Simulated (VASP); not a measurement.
# Te (P3_121) in VASP: notebook, part 2 of 2

VASP 6.6.1.

**3. Relaxation of cell and atoms, PBE**

This run uses another cell than the first one, of 35.47 Å³/atom, 0.965 times its volume.

Contents of INCAR:

```
PREC     = Accurate       # precision mode
ENCUT    = 600            # plane-wave cutoff, eV
EDIFF    = 1E-6           # SCF threshold, eV
ISMEAR   = 0              # smearing method
SIGMA    = 0.01           # smearing width, eV
LREAL    = F              # projectors in reciprocal space
LASPH    = T              # aspherical terms in the spheres
NELM     = 60             # most SCF steps
ALGO     = Normal         # electronic algorithm
ISIF     = 3              # what is computed and relaxed
LWAVE    = F              # write WAVECAR
LCHARG   = F              # write CHGCAR
GGA      = PE             # functional
IBRION   = 2              # ionic algorithm
NSW      = 100            # ionic steps
EDIFFG   = -0.005         # ionic threshold
```

Contents of KPOINTS:

```
regular mesh
0
Gamma
  12 12 6
```

Contents of POSCAR:

```
Te
1.0
    4.5513861777      0.0000000000      0.0000000000
   -2.2756930889      3.9416160523      0.0000000000
    0.0000000000      0.0000000000      5.9316231323
Te
3
Direct
    0.7331015015      0.0000000000      0.3333333333
    0.0000000000      0.7331015015      0.6666666667
    0.2668984985      0.2668984985      0.0000000000
```

Potentials or basis: VASP PAW PBE potentials, release 64 (Te).

On the command line:

```bash
$ cat potpaw_PBE.64/Te/POTCAR > POTCAR
$ mpirun -np 1 vasp_std > vasp.out
```

OUTCAR:

```text
PREC = Accurate
   ENCUT = 600
   EDIFF = 1E-6
   ISMEAR = 0
   LREAL = F
   LASPH = T
   NELM = 60
   ISIF = 3
   GGA = PE
   IBRION = 2
   NSW = 100
   EDIFFG = -0.005

 ion  position               nearest neighbor table
   1  0.733  0.000  0.333-   3 2.89   2 2.89   3 3.53   3 3.53   2 3.53   2 3.53
   2  0.000  0.733  0.667-   3 2.89   1 2.89   3 3.53   3 3.53   1 3.53   1 3.53
   3  0.267  0.267  0.000-   1 2.89   2 2.89   2 3.53   1 3.53   1 3.53   2 3.53

  LATTYP: Found a hexagonal cell.
 ALAT       =     4.5513861777
 C/A-ratio  =     1.3032563928

  Lattice vectors:

 A1 = (   4.5513861777,   0.0000000000,   0.0000000000)
 A2 = (  -2.2756930889,   3.9416160523,   0.0000000000)
 A3 = (   0.0000000000,   0.0000000000,   5.9316231323)

Analysis of symmetry for initial positions (statically):
=====================================================================
 Subroutine PRICEL returns:
 Original cell was already a primitive cell.

 Routine SETGRP: Setting up the symmetry group for a
 hexagonal supercell.

 Subroutine GETGRP returns: Found  6 space group operations
 (whereof  2 operations were pure point group operations)
 out of a pool of 24 trial point group operations.

The static configuration has the point symmetry C_2 .
 The point group associated with its full space group is D_3 .

Analysis of symmetry for dynamics (positions and initial velocities):
[... 353 lines left out ...]
  ---------------------------------------------------
  ext. energy  EPLUGINS =         0.00000000
  ---------------------------------------------------
  free energy    TOTEN  =        -9.43209030 eV

  energy without entropy =       -9.43209030  energy(sigma->0) =       -9.43209030

 E-fermi :   5.6328     XC(G=0):  -8.9282

 val. band max:        5.5378941348   @ k =   0.3333   0.3333   0.5000
 cond. band min:       5.7492820911   @ k =   0.3333   0.3333   0.5000
 fundamental gap:      0.2113879563
 Fermi energy:         5.6328278321

 k-point     1 :       0.0000    0.0000    0.0000
  band No.  band energies     occupation
      1      -7.8345      2.00000
      2      -4.6679      2.00000
      3      -4.6679      2.00000
      4       2.5709      2.00000
      5       2.8349      2.00000
      6       2.8349      2.00000
      7       3.9275      2.00000
      8       3.9275      2.00000
      9       4.7344      2.00000
     10       6.5359      0.00000
     11       6.5359      0.00000
     12       7.0934      0.00000
     13      10.5883      0.00000
[... 354 lines left out ...]
  band No.  band energies     occupation
      1      -7.5661      2.00000
      2      -5.4698      2.00000
      3      -3.9418      2.00000
      4       1.6871      2.00000
      5       2.3577      2.00000
      6       2.6627      2.00000
      7       3.9741      2.00000
      8       4.0926      2.00000
      9       4.4357      2.00000
     10       6.6784      0.00000
     11       6.8671      0.00000
     12       7.1807      0.00000
     13      10.2755      0.00000

 [... further k-points ...]

------------------------ aborting loop because EDIFF is reached ----------------------------------------

  FORCE on cell =-STRESS in cart. coord.  units (eV):
  Direction    XX          YY          ZZ          XY          YZ          ZX
  --------------------------------------------------------------------------------------
  -------------------------------------------------------------------------------------
  Total       -0.0060765     -0.0060765     -0.0047077      0.0000000      0.0000000      0.0000000
  in kB       -0.0925824     -0.0925824     -0.0717269      0.0000000      0.0000000      0.0000000
  external PRESSURE =      -0.0856305 kB  Pullay stress =       0.0000000 kB
[... 18 lines left out ...]
  FREE ENERGIE OF THE ION-ELECTRON SYSTEM (eV)
  ---------------------------------------------------
  free  energy   TOTEN  =        -9.4320903025 eV

  energy  without entropy=       -9.4320903025  energy(sigma->0) =       -9.43209030

 reached required accuracy - stopping structural energy minimisation
```

OSZICAR:

```text
N       E                     dE             d eps       ncg     rms          rms(c)
DAV:   1     0.841453441520E+02    0.84145E+02   -0.70507E+03  2600   0.123E+03
DAV:   2    -0.344488443018E+01   -0.87590E+02   -0.83740E+02  3400   0.162E+02
DAV:   3    -0.933503505168E+01   -0.58902E+01   -0.58402E+01  3190   0.478E+01
DAV:   4    -0.944904476214E+01   -0.11401E+00   -0.11393E+00  3259   0.786E+00
[... 75 lines left out ...]
DAV:   1    -0.943212187398E+01   -0.45299E-04   -0.16043E-03  2610   0.219E-01    0.304E-02
DAV:   2    -0.943210157152E+01    0.20302E-04   -0.59515E-05  2770   0.487E-02    0.185E-02
DAV:   3    -0.943209230885E+01    0.92627E-05   -0.10684E-05  2880   0.172E-02    0.778E-03
DAV:   4    -0.943209047239E+01    0.18365E-05   -0.56599E-06  2620   0.115E-02    0.157E-02
DAV:   5    -0.943209030251E+01    0.16988E-06   -0.17913E-07  1315   0.331E-03
  12 F= -.94320903E+01 E0= -.94320903E+01  d E =-.406265E-04
```

CONTCAR:

```text
Te
   1.00000000000000
     4.5152698644435949    0.0000000000004575    0.0000000000000000
    -2.2576349322710048    3.9103384075292009    0.0000000000000000
    -0.0000000000000000    0.0000000000000001    5.9557583235696878
  Te
     3
Direct
     0.7310566673166622    0.0000000000000000    0.3333333332999970
     0.0000000000000000    0.7310566673166622    0.6666666667000030
     0.2689433326833378    0.2689433326833379    0.0000000000000000

  0.00000000E+00  0.00000000E+00  0.00000000E+00
  0.00000000E+00  0.00000000E+00  0.00000000E+00
  0.00000000E+00  0.00000000E+00  0.00000000E+00
```

Run time: 7.7 min. Hardware: 1 thread of Intel Xeon 6975P-C, shared host; peak memory 0.35 GiB.

Results:

- Free energy: -9.4321 eV
- Relaxed volume: 35.05 Å³/atom
- Relaxed cell: a = 4.515 Å, b = 4.515 Å, c = 5.956 Å, α = 90.00°, β = 90.00°, γ = 120.00°
- Space group after relaxing (to 0.05 Å): P3_121 (No. 152)
- Energy gained by relaxing: 0.3 meV/atom
- Ionic steps: 12
- Pressure after relaxing: 0.0 GPa
- Band gap on the k mesh: 0.21 eV, direct

Step by step:
```
step  energy change (eV)  largest force (eV/Å)  pressure (GPa)  volume (Å³)
   1              0.0000                0.0035           -0.16       106.41
   2             -0.0003                0.0237            0.05       105.86
   3             -0.0003                0.0219            0.04       105.90
   4             -0.0006                0.0205            0.02       105.78
   5             -0.0009                0.0166            0.00       105.43
   6             -0.0009                0.0164           -0.01       105.41
   7             -0.0009                0.0159           -0.01       105.38
   8             -0.0009                0.0163            0.00       105.40
   9             -0.0009                0.0089           -0.03       105.38
  10             -0.0010                0.0026           -0.07       105.34
  11             -0.0010                0.0018           -0.04       105.26
  12             -0.0010                0.0007           -0.01       105.16
```

Final structure:
```
CELL_PARAMETERS angstrom
4.51527 0.00000 0.00000
-2.25763 3.91034 0.00000
0.00000 0.00000 5.95576
ATOMIC_POSITIONS crystal
Te 0.73106 0.00000 0.33333
Te 0.00000 0.73106 0.66667
Te 0.26894 0.26894 0.00000
```

Levels at points of the mesh, in eV from the valence-band top:
| k point | band 6 | band 7 | band 8 | band 9 | band 10 | band 11 | band 12 | band 13 |
| --- | --- | --- | --- | --- | --- | --- | --- | --- |
| (0.00, 0.00, 0.00) | -2.70 | -1.61 | -1.61 | -0.80 | 1.00 | 1.00 | 1.56 | 5.05 |
| (0.50, 0.00, 0.00) | -3.45 | -3.34 | -0.97 | -0.77 | 0.86 | 0.91 | 3.08 | 3.59 |
| (0.00, 0.00, 0.50) | -2.59 | -1.26 | -1.00 | -1.00 | 0.47 | 0.47 | 0.50 | 4.16 |
| (0.50, 0.00, 0.50) | -3.51 | -2.34 | -2.00 | -0.16 | 0.79 | 1.93 | 2.49 | 4.63 |

Caveat: spin-orbit coupling is left out, which moves the levels of the heavy elements. A k mesh can miss the band edges.
